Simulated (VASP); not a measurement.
# NiSb (P6_3/mmc) in VASP: further runs, part 2 of 2

VASP 6.6.1.

### 4 Relaxation of cell and atoms, PBE

This run uses another cell than the first one, of 17.10 Å³/atom, 0.914 times its volume.

The input, INCAR:

```
SYSTEM = NiSb
PREC     = Accurate       ! precision mode
ENCUT    = 600            ! plane-wave cutoff, eV
EDIFF    = 1E-6           ! SCF threshold, eV
ISMEAR   = 0              ! smearing method
SIGMA    = 0.1            ! smearing width, eV
LREAL    = .False.        ! projectors in reciprocal space
LASPH    = .True.         ! aspherical terms in the spheres
NELM     = 100            ! most SCF steps
ALGO     = Normal         ! electronic algorithm
ISIF     = 3              ! what is computed and relaxed
LWAVE    = .False.        ! write WAVECAR
LCHARG   = .False.        ! write CHGCAR
GGA      = PE             ! functional
IBRION   = 2              ! ionic algorithm
NSW      = 100            ! ionic steps
EDIFFG   = -0.005         ! ionic threshold
```

The input, KPOINTS:

```
regular mesh
0
Gamma
  12 12 8
  0 0 0
```

The input, POSCAR:

```
NiSb
1.0
    3.9280000000      0.0000000000      0.0000000000
   -1.9640000000      3.4017477861      0.0000000000
    0.0000000000      0.0000000000      5.1200000000
Ni Sb
2 2
Direct
    0.0000000000      0.0000000000      0.0000000000
    0.0000000000      0.0000000000      0.5000000000
    0.3333333333      0.6666666667      0.2500000000
    0.6666666667      0.3333333333      0.7500000000
```

Potentials or basis: VASP PAW PBE potentials, release 64 (Ni, Sb).

Started as:

```console
> cat potpaw_PBE.64/Ni/POTCAR potpaw_PBE.64/Sb/POTCAR > POTCAR
> mpirun -np 1 vasp_std > vasp.out
```

OUTCAR:

```text
SYSTEM = NiSb
   PREC = Accurate
   ENCUT = 600
   EDIFF = 1E-6
   ISMEAR = 0
   LREAL = .False.
   LASPH = .True.
   NELM = 100
   ISIF = 3
   GGA = PE
   IBRION = 2
   NSW = 100
   EDIFFG = -0.005

 ion  position               nearest neighbor table
   1  0.000  0.000  0.000-   2 2.56   2 2.56   4 2.60   3 2.60   4 2.60   3 2.60   4 2.60   3 2.60

   2  0.000  0.000  0.500-   1 2.56   1 2.56   4 2.60   3 2.60   4 2.60   3 2.60   4 2.60   3 2.60

   3  0.333  0.667  0.250-   1 2.60   2 2.60   1 2.60   2 2.60   1 2.60   2 2.60   4 3.42   4 3.42
                             4 3.42   4 3.42   4 3.42   4 3.42
   4  0.667  0.333  0.750-   1 2.60   2 2.60   1 2.60   2 2.60   1 2.60   2 2.60   3 3.42   3 3.42
                             3 3.42   3 3.42   3 3.42   3 3.42

  LATTYP: Found a hexagonal cell.
 ALAT       =     3.9280000000
 C/A-ratio  =     1.3034623218

  Lattice vectors:

 A1 = (   3.9280000000,   0.0000000000,   0.0000000000)
 A2 = (  -1.9640000000,   3.4017477861,   0.0000000000)
 A3 = (   0.0000000000,   0.0000000000,   5.1200000000)

Analysis of symmetry for initial positions (statically):
=====================================================================
 Subroutine PRICEL returns:
 Original cell was already a primitive cell.

 Routine SETGRP: Setting up the symmetry group for a
 hexagonal supercell.

 Subroutine GETGRP returns: Found 24 space group operations
 (whereof 12 operations were pure point group operations)
 out of a pool of 24 trial point group operations.

[... 170 lines left out ...]
  energy without entropy =      -20.28397425  energy(sigma->0) =      -20.28790028

 E-fermi :  10.0839     XC(G=0): -11.5314

 val. band max:       10.0815436188   @ k =   0.1667   0.0833   0.2500
 cond. band min:      10.0906707337   @ k =   0.1667   0.1667   0.3750
 fundamental gap:      0.0091271149
 Fermi energy:        10.0838577932

 k-point     1 :       0.0000    0.0000    0.0000
  band No.  band energies     occupation
      1      -2.9325      2.00000
      2       1.6358      2.00000
      3       3.8001      2.00000
      4       6.1273      2.00000
      5       6.1273      2.00000
      6       6.8968      2.00000
[... 626 lines left out ...]
  FREE ENERGIE OF THE ION-ELECTRON SYSTEM (eV)
  ---------------------------------------------------
  free  energy   TOTEN  =       -20.3143430037 eV

  energy  without entropy=      -20.3058021836  energy(sigma->0) =      -20.31007259

[... ionic steps 4 to 12 ...]

--------------------------------------- Ionic step       13  -------------------------------------------

 number of electron      30.0000016 magnetization

------------------------ aborting loop because EDIFF is reached ----------------------------------------
[... 71 lines left out ...]
--------------------------------------- Ionic step       15  -------------------------------------------

 number of electron      30.0000017 magnetization

 Free energy of the ion-electron system (eV)
  ---------------------------------------------------
  ext. energy  EPLUGINS =         0.00000000
  ---------------------------------------------------
  free energy    TOTEN  =       -20.31443127 eV

  energy without entropy =      -20.30577713  energy(sigma->0) =      -20.31010420

 E-fermi :   9.6323     XC(G=0): -11.3834

 val. band max:        9.6207851647   @ k =   0.0833   0.0833   0.1250
 cond. band min:       9.6428537440   @ k =   0.4167   0.0833   0.1250
 fundamental gap:      0.0220685793
 Fermi energy:         9.6322968246

 k-point     1 :       0.0000    0.0000    0.0000
  band No.  band energies     occupation
      1      -3.1249      2.00000
      2       1.2707      2.00000
      3       3.5710      2.00000
      4       5.8317      2.00000
      5       5.8317      2.00000
      6       6.5905      2.00000
[... 550 lines left out ...]
  FREE ENERGIE OF THE ION-ELECTRON SYSTEM (eV)
  ---------------------------------------------------
  free  energy   TOTEN  =       -20.3144312747 eV

  energy  without entropy=      -20.3057771314  energy(sigma->0) =      -20.31010420

 reached required accuracy - stopping structural energy minimisation
```

Wall time 6.4 min (1 thread of Intel Xeon 6975P-C (Granite Rapids), shared host); peak memory 0.32 GiB.

Results:

| Item | Value |
| --- | --- |
| Free energy | -20.3144 eV |
| Relaxed volume | 17.62 Å³/atom |
| Relaxed cell | a = 3.972 Å, b = 3.972 Å, c = 5.159 Å, α = 90.00°, β = 90.00°, γ = 120.00° |
| Space group after relaxing (to 0.05 Å) | P6_3/mmc (No. 194) |
| Energy gained by relaxing | 5.7 meV/atom |
| Ionic steps | 15 |
| Pressure after relaxing | 0.0 GPa |
| Band gap on the k mesh | zero (band 15 reaches 11.63 eV, above the bottom of band 16 at 8.40 eV) |

Step by step:
| step | energy change (eV) | largest force (eV/Å) | pressure (GPa) | volume (Å³) |
| --- | --- | --- | --- | --- |
| 1 | 0.0000 | 0.0000 | 3.73 | 68.41 |
| 2 | -0.0045 | 0.0000 | -2.68 | 72.43 |
| 3 | -0.0225 | 0.0000 | 0.09 | 70.43 |
| 4 | -0.0225 | 0.0000 | 0.02 | 70.50 |
| 5 | -0.0225 | 0.0000 | -0.07 | 70.54 |
| 6 | -0.0226 | 0.0000 | -0.12 | 70.47 |
| 7 | -0.0222 | 0.0000 | 0.43 | 70.24 |
| 8 | -0.0226 | 0.0000 | 0.13 | 70.41 |
| 9 | -0.0226 | 0.0000 | 0.07 | 70.43 |
| 10 | -0.0226 | 0.0000 | 0.10 | 70.44 |
| 11 | -0.0226 | 0.0000 | 0.04 | 70.45 |
| 12 | -0.0226 | 0.0000 | 0.02 | 70.45 |
| 13 | -0.0226 | 0.0000 | 0.03 | 70.44 |
| 14 | -0.0226 | 0.0000 | 0.05 | 70.44 |
| 15 | -0.0226 | 0.0000 | 0.00 | 70.48 |

Final structure:
```
CELL_PARAMETERS angstrom
3.97187 0.00000 0.00000
-1.98594 3.43974 0.00000
0.00000 0.00000 5.15878
ATOMIC_POSITIONS crystal
Ni 0.00000 0.00000 0.00000
Ni 0.00000 0.00000 0.50000
Sb 0.33333 0.66667 0.25000
Sb 0.66667 0.33333 0.75000
```

Levels at points of the mesh, in eV from the Fermi level:
| k point | band 12 | band 13 | band 14 | band 15 | band 16 | band 17 | band 18 | band 19 |
| --- | --- | --- | --- | --- | --- | --- | --- | --- |
| (0.00, 0.00, 0.00) | -1.27 | -0.02 | 0.55 | 0.55 | 2.39 | 2.39 | 3.08 | 3.91 |
| (0.50, 0.00, 0.00) | -1.78 | -1.53 | -1.33 | -1.26 | -0.40 | 1.12 | 3.41 | 3.86 |
| (0.00, 0.00, 0.50) | -2.00 | 0.18 | 0.18 | 2.00 | 2.00 | 2.00 | 2.00 | 5.10 |
| (0.50, 0.00, 0.50) | -1.84 | -1.73 | -1.73 | 0.20 | 0.20 | 1.60 | 1.60 | 5.12 |

Caveat: spin-orbit coupling is left out, which moves the levels of the heavy elements.

### 5 Single point, PBE

This run uses another cell than the first one, of 17.65 Å³/atom, 0.943 times its volume.

The input, INCAR:

```
SYSTEM = NiSb
ALGO     = Normal         ! electronic algorithm
EDIFF    = 1E-7           ! SCF threshold, eV
ENCUT    = 520            ! plane-wave cutoff, eV
GGA      = PE             ! functional
ISIF     = 2              ! what is computed and relaxed
ISMEAR   = 0              ! smearing method
LASPH    = .TRUE.         ! aspherical terms in the spheres
LCHARG   = .FALSE.        ! write CHGCAR
LREAL    = .FALSE.        ! projectors in reciprocal space
LWAVE    = .FALSE.        ! write WAVECAR
NBANDS   = 23             ! bands
NELM     = 100            ! most SCF steps
PREC     = Accurate       ! precision mode
SIGMA    = 0.1            ! smearing width, eV
```

The input, KPOINTS:

```
k-points
0
G
  12 12 8
  0 0 0
```

The input, POSCAR:

```
NiSb
1.0
    3.9756617316      0.0000000000      0.0000000000
   -1.9878308658      3.4430240564      0.0000000000
    0.0000000000      0.0000000000      5.1568489287
Ni Sb
2 2
Direct
    0.0000000000      0.0000000000      0.0000000000
    0.0000000000      0.0000000000      0.5000000000
    0.3333333333      0.6666666667      0.2500000000
    0.6666666667      0.3333333333      0.7500000000
```

Started as:

```console
> cat potpaw_PBE.64/Ni/POTCAR potpaw_PBE.64/Sb/POTCAR > POTCAR
> mpirun -np 1 vasp_std > vasp.out
```

Wall time 77 s (1 thread of Intel Xeon 6975P-C (Granite Rapids), shared host); peak memory 0.28 GiB.

The run converged. Its results:

```yaml
Free_energy: -20.3152 eV
Pressure: -0.2 GPa
Band_gap_on_the_k_mesh: zero (band 15 reaches 11.60 eV, above the bottom of band 16 at 8.38 eV)
```

Stress tensor (GPa, compression positive):
```
-0.20  0.00  0.00
 0.00 -0.20  0.00
 0.00  0.00 -0.07
```

Levels at points of the mesh, in eV from the Fermi level:
| k point | band 12 | band 13 | band 14 | band 15 | band 16 | band 17 | band 18 | band 19 |
| --- | --- | --- | --- | --- | --- | --- | --- | --- |
| (0.00, 0.00, 0.00) | -1.26 | -0.01 | 0.55 | 0.55 | 2.38 | 2.38 | 3.07 | 3.90 |
| (0.50, 0.00, 0.00) | -1.78 | -1.52 | -1.32 | -1.25 | -0.40 | 1.12 | 3.40 | 3.85 |
| (0.00, 0.00, 0.50) | -2.00 | 0.18 | 0.18 | 1.99 | 1.99 | 1.99 | 1.99 | 5.09 |
| (0.50, 0.00, 0.50) | -1.83 | -1.73 | -1.73 | 0.20 | 0.20 | 1.59 | 1.59 | 5.13 |

Caveat: spin-orbit coupling is left out, which moves the levels of the heavy elements.

### 6 Single point, PBE (volume scaled by 0.97, then relaxed in part)

The input, INCAR:

```
SYSTEM = NiSb
PREC = Accurate ; ENCUT = 520
EDIFF = 1E-7 ; ISMEAR = 0
SIGMA = 0.1 ; LREAL = .False.
LASPH = .True. ; NELM = 100
ALGO = Normal ; ISIF = 2
LWAVE = .False. ; LCHARG = .False.
GGA = PE ; NBANDS = 23
```

The input, KPOINTS:

```
Automatic mesh
0
Gamma
  12 12 8
  0 0 0
```

The input, POSCAR:

```
NiSb
1.0
    3.9355007865      0.0000000000      0.0000000000
   -1.9677503933      3.4082436577      0.0000000000
    0.0000000000      0.0000000000      5.1047559841
Ni Sb
2 2
Direct
    0.0000000000      0.0000000000      0.0000000000
    0.0000000000      0.0000000000      0.5000000000
    0.3333333333      0.6666666667      0.2500000000
    0.6666666667      0.3333333333      0.7500000000
```

Potentials or basis: VASP PAW PBE potentials, release 64 (Ni, Sb).

Started as:

```console
> cat potpaw_PBE.64/Ni/POTCAR potpaw_PBE.64/Sb/POTCAR > POTCAR
> mpirun -np 1 vasp_std > vasp.out
```

Wall time 76 s (1 thread of Intel Xeon 6975P-C (Granite Rapids), shared host); peak memory 0.27 GiB.

Results (log left out):

- Free energy: -20.2937 eV
- Pressure: 3.5 GPa
- Band gap on the k mesh: zero (band 15 reaches 12.12 eV, above the bottom of band 16 at 8.76 eV)

Stress tensor (GPa, compression positive):
```
3.47 0.00 0.00
0.00 3.47 0.00
0.00 0.00 3.59
```

Levels at points of the mesh, in eV from the Fermi level:
| k point | band 13 | band 14 | band 15 | band 16 | band 17 | band 18 |
| --- | --- | --- | --- | --- | --- | --- |
| (0.00, 0.00, 0.00) | -0.03 | 0.55 | 0.55 | 2.44 | 2.44 | 3.08 |
| (0.50, 0.00, 0.00) | -1.61 | -1.40 | -1.33 | -0.38 | 1.14 | 3.41 |
| (0.00, 0.00, 0.50) | 0.26 | 0.26 | 2.05 | 2.05 | 2.05 | 2.05 |
| (0.50, 0.00, 0.50) | -1.83 | -1.83 | 0.17 | 0.17 | 1.67 | 1.67 |

Caveat: the cell differs from its parent crystal (volume scaled by 0.97, then relaxed in part); spin-orbit coupling is left out, which moves the levels of the heavy elements.

### 7 The runs side by side

```tsv
task	cell	cutoff (eV)	gap on the mesh (eV)	pressure (GPa)
relaxation of shape and atoms at fixed volume	relaxed from a = 4.054, b = 4.054, c = 5.258 Å, angles 90.0, 90.0, 120.0°, 4 atoms	600	none	-5.7
single point	a = 3.976, b = 3.976, c = 5.157 Å, angles 90.0, 90.0, 120.0°, 4 atoms	520	none	-0.2
relaxation of cell and atoms	relaxed from a = 3.928, b = 3.928, c = 5.120 Å, angles 90.0, 90.0, 120.0°, 4 atoms	600	none	0.0
single point	a = 3.936, b = 3.936, c = 5.105 Å, angles 90.0, 90.0, 120.0°, 4 atoms	520	none	3.5
```

Alike in all rows: level PBE; potentials or basis VASP PAW PBE potentials, release 64 (Ni, Sb); no spin polarisation; k mesh 12 × 12 × 8; smearing gaussian 0.1 eV.

Caveats: spin-orbit coupling is left out, which moves the levels of the heavy elements.

Total energies depend on the potentials used, so only differences within one code and one set of settings carry meaning.
